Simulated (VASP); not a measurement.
# I (I4_1/amd) in VASP: relaxation of cell and atoms with LDA

Aim: the relaxation of cell and atoms of I with LDA.

Everything below comes from runs of VASP 6.6.1. Logs are shortened: lines on timing, memory, paths and dates and some standing lists are left out, and cuts for length are marked.

## (1) The cell of the first run

It takes space group I4_1/amd (No. 141, tetragonal). Conventional cell: a = 5.712 Å, b = 5.712 Å, c = 2.895 Å, α = 90.00°, β = 90.00°, γ = 90.00°. Within 3.8 Å of I (site symmetry -4m2) lie 10 I at 2.89 to 3.59 Å.

## (2) Relaxation of cell and atoms, LDA, target pressure 35 GPa, at which the enthalpy is minimised

INCAR reads:

```
PREC = Accurate
ENCUT = 600
EDIFF = 1E-7
ISMEAR = -1
SIGMA = 0.05
LREAL = F
LASPH = T
NELM = 80
ALGO = Normal
ISIF = 3
LWAVE = F
LCHARG = F
IBRION = 2
NSW = 32
EDIFFG = -0.005
PSTRESS = 350.0
```

KPOINTS reads:

```
Automatic mesh
0
Gamma
  14 14 14
```

POSCAR reads:

```
I
1.0
   -2.8561954681      2.8561954681      1.4474602462
    2.8561954681     -2.8561954681      1.4474602462
    2.8561954681      2.8561954681     -1.4474602462
I
2
Direct
   -0.3750000000     -0.1250000000     -0.2500000000
    0.3750000000      0.1250000000      0.2500000000
```

Potentials or basis: VASP PAW LDA potentials, release 64 (I).

Started as:

```sh
cat potpaw_LDA.64/I/POTCAR > POTCAR
mpirun -np 1 vasp_std > vasp.out
```

OUTCAR:

```text
PREC = Accurate
   ENCUT = 600
   EDIFF = 1E-7
   ISMEAR = -1
   LREAL = F
   LASPH = T
   NELM = 80
   ISIF = 3
   IBRION = 2
   NSW = 32
   EDIFFG = -0.005
   PSTRESS = 350.0

 ion  position               nearest neighbor table
   1  0.625  0.875  0.750-   2 2.95   2 2.95   2 2.95   2 2.95
   2  0.375  0.125  0.250-   1 2.95   1 2.95   1 2.95   1 2.95

  LATTYP: Found a body centered tetragonal cell.
 ALAT       =     5.7123909362
 C/A-ratio  =     0.5067791271

  Lattice vectors:

 A1 = (  -2.8561954681,   2.8561954681,   1.4474602462)
 A2 = (   2.8561954681,  -2.8561954681,   1.4474602462)
 A3 = (   2.8561954681,   2.8561954681,  -1.4474602462)

Analysis of symmetry for initial positions (statically):
=====================================================================
 Subroutine PRICEL returns:
 Original cell was already a primitive cell.

 Routine SETGRP: Setting up the symmetry group for a
 body centered tetragonal supercell.

 Subroutine GETGRP returns: Found 16 space group operations
 (whereof  4 operations were pure point group operations)
 out of a pool of 16 trial point group operations.

The static configuration has the point symmetry C_2h.
 The point group associated with its full space group is D_4h.

Analysis of symmetry for dynamics (positions and initial velocities):
=====================================================================
 Subroutine PRICEL returns:
 Original cell was already a primitive cell.

 Routine SETGRP: Setting up the symmetry group for a
 body centered tetragonal supercell.

 Subroutine GETGRP returns: Found 16 space group operations
 (whereof  4 operations were pure point group operations)
 out of a pool of 16 trial point group operations.

The dynamic configuration has the point symmetry C_2h.
 The point group associated with its full space group is D_4h.

 Subroutine INISYM returns: Found 16 space group operations
 (whereof  4 operations are pure point group operations),
 and found     1 'primitive' translations

----------------------------------------------------------------------------------------

                                     Primitive cell

  volume of cell :      47.2327

  direct lattice vectors                    reciprocal lattice vectors
    -2.856195468  2.856195468  1.447460246     0.000000000  0.175058047  0.345432630
     2.856195468 -2.856195468  1.447460246     0.175058047  0.000000000  0.345432630
     2.856195468  2.856195468 -1.447460246     0.175058047  0.175058047  0.000000000

  length of vectors
     4.290786206  4.290786206  4.290786206     0.387258340  0.387258340  0.247569464

  position of ions in fractional coordinates (direct lattice)
     0.625000000  0.875000000  0.750000000
     0.375000000  0.125000000  0.250000000

  ion indices of the primitive-cell ions
   primitive index   ion index
                 1           1
                 2           2

----------------------------------------------------------------------------------------

 KPOINTS: Automatic mesh

Automatic generation of k-mesh.
 Grid dimensions read from file:
 generate k-points for:   14   14   14

 Generating k-lattice:

  Cartesian coordinates                     Fractional coordinates (reciprocal lattice)
     0.000000000  0.012504146  0.024673759     0.071428571  0.000000000 -0.000000000
     0.012504146  0.000000000  0.024673759     0.000000000  0.071428571 -0.000000000
     0.012504146  0.012504146  0.000000000     0.000000000  0.000000000  0.071428571

  Length of vectors
     0.027661310  0.027661310  0.017683533

  Shift w.r.t. Gamma in fractional coordinates (k-lattice)
     0.000000000  0.000000000  0.000000000

 Subroutine IBZKPT returns following result:
 ===========================================

 Found    244 irreducible k-points:

 Following reciprocal coordinates:
            Coordinates               Weight
  0.000000  0.000000  0.000000      1.000000
  0.071429  0.000000  0.000000      8.000000
  0.142857 -0.000000  0.000000      8.000000
  0.214286 -0.000000  0.000000      8.000000
  0.285714  0.000000  0.000000      8.000000
  0.357143 -0.000000  0.000000      8.000000
[... 16 lines left out ...]
  0.214286  0.142857  0.000000     16.000000
  0.285714  0.142857  0.000000     16.000000
 [... further k-points ...]
   k-points           NKPTS =    244   k-points in BZ     NKDIM =    244   number of bands    NBANDS=     11
   number of dos      NEDOS =    301   number of ions     NIONS =      2
   total plane-waves  NPLWV =  46656
   dimension x,y,z NGX =    36 NGY =   36 NGZ =   36
   dimension x,y,z NGXF=    72 NGYF=   72 NGZF=   72
   ions per type =               2
   NGX,Y,Z   is equivalent  to a cutoff of  13.95, 13.95, 13.95 a.u.
   NGXF,Y,Z  is equivalent  to a cutoff of  27.90, 27.90, 27.90 a.u.
 SYSTEM =  unknown system
   PREC   = accura    normal or accurate (medium, high low for compatibility)
   ISTART =      0    job   : 0-new  1-cont  2-samecut
   ICHARG =      2    charge: 1-file 2-atom 10-const
   ISPIN  =      1    spin polarized calculation?
   LNONCOLLINEAR =      F non collinear calculations
   LSORBIT =      F    spin-orbit coupling
   LASPH  =      T    aspherical Exc in radial PAW
   ENCUT  =  600.0 eV  44.10 Ry    6.64 a.u.   8.57  8.57  8.57*2*pi/ulx,y,z
   NELM   =     80;   NELMIN=  2; NELMDL= -5     # of ELM steps
   EDIFF  = 0.1E-06   stopping-criterion for ELM
   LREAL  =      F    real-space projection
   EDIFFG = -.5E-02   stopping-criterion for IOM
   NSW    =     32    number of steps for IOM
   IBRION =      2    ionic relax: 0-MD 1-quasi-New 2-CG
   NFREE  =      1    steps in history (QN), initial steepest desc. (CG)
   ISIF   =      3    stress and relaxation
   ISYM   =      2    0-nonsym 1-usesym 2-fastsym
   POTIM  = 0.5000    time-step for ionic-motion
   TEBEG  =    0.0;   TEEND  =   0.0 temperature during run
   PSTRESS=  350.0 pullay stress
   NELECT =      14.0000    total number of electrons
   NUPDOWN=      -1.0000    fix difference up-down
   EMIN   =  10.00;   EMAX   =-10.00  energy-range for DOS
   EFERMI =   0.00;   METHOD = LEGACY
   ISMEAR =    -1;   SIGMA  =   0.05  broadening in eV -4-tet -1-fermi 0-gaus
   EFERMI_NEDOS =   21; number of points for ismear=-14 and -15
   IALGO  =     38    algorithm
   IMIX   =      4    mixing-type and parameters
     AMIX     =   0.40;   BMIX     =  1.00
     AMIX_MAG =   1.60;   BMIX_MAG =  1.00
  volume/ion in A,a.u.               =      23.62       159.37
  Fermi-wavevector in a.u.,A,eV,Ry     =   1.091533  2.062697 16.210570  1.191443
  Thomas-Fermi vector in A             =   2.227780
   LORBIT       =      0    0 simple, 1 ext, 2 COOP (PROOUT), +10 PAW based schemes
   GGA     = CA    functional components
   LHFCALC =     F    Hartree Fock is set to
   AEXX    =    0.0000 exact exchange contribution
   IVDW    =     0    specifies the selected vdW correction
   LEPSILON=     F    determine dielectric tensor
   LRPA    =     F    only Hartree local field effects (RPA)
 conjugate gradient relaxation of ions
 non-spin polarized calculation
  energy-cutoff  :      600.00
  volume of cell :       47.23
 maximum number of plane-waves:      1609
 NGX is ok and might be reduce to    36
   NGX = 17   NGY = 17   NGZ = 17

--------------------------------------- Ionic step        1  -------------------------------------------

 number of electron      13.9999999 magnetization

 Free energy of the ion-electron system (eV)
  ---------------------------------------------------
  ext. energy  EPLUGINS =         0.00000000
  ---------------------------------------------------
  free energy    TOTEN  =        -1.52103114 eV

  energy without entropy =       -1.50992982  energy(sigma->0) =       -1.51548048

------------------------ aborting loop because EDIFF is reached ----------------------------------------

  FORCE on cell =-STRESS in cart. coord.  units (eV):
  Direction    XX          YY          ZZ          XY          YZ          ZX
  --------------------------------------------------------------------------------------
  -------------------------------------------------------------------------------------
  Total       10.3367660     10.3367660     10.3413822      0.0000000     -0.0000000      0.0000000
  in kB      350.6329924    350.6329924    350.7895788      0.0000000     -0.0000000      0.0000000
  external PRESSURE =       0.6851879 kB  Pullay stress =     350.0000000 kB
[... 61 lines left out ...]
  enthalpy is  TOTEN    =         8.7970976342 eV   P V=       10.3331946372

--------------------------------------- Ionic step        3  -------------------------------------------

 number of electron      13.9999999 magnetization

 Free energy of the ion-electron system (eV)
  ---------------------------------------------------
  ext. energy  EPLUGINS =         0.00000000
  ---------------------------------------------------
  free energy    TOTEN  =        -1.52509838 eV

  energy without entropy =       -1.51398910  energy(sigma->0) =       -1.51954374

 E-fermi :  10.9844     XC(G=0): -11.0460

 val. band max:       10.9804087027   @ k =  -0.2143  -0.3571   0.0714
 cond. band min:      10.9855779555   @ k =  -0.3571  -0.4286   0.1429
 fundamental gap:      0.0051692527
 Fermi energy:        10.9843527468

 k-point     1 :       0.0000    0.0000    0.0000
  band No.  band energies     occupation
      1      -6.7603      2.00000
      2      -1.8405      2.00000
      3       4.0704      2.00000
      4       4.0704      2.00000
      5      11.0918      0.20892
      6      11.0918      0.20892
      7      11.6066      0.00001
      8      12.7982      0.00000
      9      12.9177      0.00000
     10      16.8639      0.00000
     11      17.5237      0.00000
[... 309 lines left out ...]
 k-point    24 :       0.2857    0.1429    0.0000
  band No.  band energies     occupation
      1      -3.6901      2.00000
      2      -0.9150      2.00000
      3       3.3967      2.00000
      4       4.2787      2.00000
      5       5.9357      2.00000
      6       7.1566      2.00000
      7      10.1370      2.00000
      8      10.1720      2.00000
      9      14.3608      0.00000
     10      15.2831      0.00000
     11      16.5535      0.00000

 [... further k-points ...]

------------------------ aborting loop because EDIFF is reached ----------------------------------------

  FORCE on cell =-STRESS in cart. coord.  units (eV):
  Direction    XX          YY          ZZ          XY          YZ          ZX
  --------------------------------------------------------------------------------------
  -------------------------------------------------------------------------------------
  Total       10.3210110     10.3210110     10.3201475      0.0000000      0.0000000     -0.0000000
  in kB      349.9607608    349.9607608    349.9314813      0.0000000      0.0000000     -0.0000000
  external PRESSURE =      -0.0489990 kB  Pullay stress =     350.0000000 kB
[... 17 lines left out ...]
  FREE ENERGIE OF THE ION-ELECTRON SYSTEM (eV)
  ---------------------------------------------------
  free  energy   TOTEN  =        -1.5250983801 eV

  energy  without entropy=       -1.5139891038  energy(sigma->0) =       -1.51954374

  enthalpy is  TOTEN    =         8.7970698373 eV   P V=       10.3221682174

 reached required accuracy - stopping structural energy minimisation
```

Run time: 82 s. Hardware: 1 thread of Intel Xeon 6975P-C (Granite Rapids), shared host; peak memory 0.27 GiB.

Results:

```
Free energy                                                : -1.5251 eV
Relaxed volume                                             : 23.63 Å³/atom
Relaxed cell                                               : a = 4.291 Å, b = 4.291 Å, c = 4.291 Å, α = 96.53°, β = 96.53°, γ = 140.57°
Space group after relaxing (to 0.1 Å)                      : I4_1/amd (No. 141)
Energy change on relaxing (the run minimises the enthalpy) : -2.0 meV/atom
Ionic steps                                                : 3
Pressure after relaxing                                    : 35.0 GPa
Band gap on the k mesh                                     : zero (bands 7 and 8 overlap by 4.73 eV)
```

The path:
| step | energy change (eV) | largest force (eV/Å) | pressure (GPa) | volume (Å³) |
| --- | --- | --- | --- | --- |
| 1 | 0.0000 | 0.0000 | 35.07 | 47.23 |
| 2 | -0.0151 | 0.0000 | 34.83 | 47.30 |
| 3 | -0.0041 | 0.0000 | 35.00 | 47.25 |

Final structure:
```
I
1.0
    -2.85654    2.85654    1.44768
     2.85654   -2.85654    1.44768
     2.85654    2.85654   -1.44768
I
2
Cartesian
  2.8565 1.4283 1.0858
  0.0000 1.4283 0.3619
```

Caveat: the cell is relaxed towards a set pressure, so the run minimises the enthalpy, not the energy; spin-orbit coupling is left out, which moves the levels of the heavy elements.
